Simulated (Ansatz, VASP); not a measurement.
**KF in VASP and in Ansatz**

```
K F
1.0
     3.25895    0.00000    0.00000
     0.00000    3.25895    0.00000
     0.00000    0.00000    3.25895
K F
1 1
Direct
  0.00000 0.00000 0.00000
  0.50000 0.50000 0.50000
```

Alike in both runs: task single point; functional PBEsol; k mesh 8 × 8 × 8; occupations gaussian, width 0.1 eV; no spin polarisation.

|  | VASP | Ansatz |
| --- | --- | --- |
| version | VASP 6.6.1 | Ansatz 0.2.0 |
| potentials or method | VASP PAW PBE potentials, release 64 (K_sv, F), cutoff 600 eV | scalar-relativistic, plane waves, PAW |
| valence electrons in the cell | 16 | 16 |

VASP gave:

| Quantity | Value |
| --- | --- |
| gap on the k mesh at the Fermi level (eV) | 6.10 |
| least direct gap on the mesh (eV) | 6.15 |
| pressure (GPa) | -2.5 |

Q: What did Ansatz give for the same quantities?

A: gap on the k mesh at the Fermi level (eV): 6.11; least direct gap on the mesh (eV): 6.16; pressure (GPa): -2.5.

VASP's potentials were made for PBE, not for PBEsol.
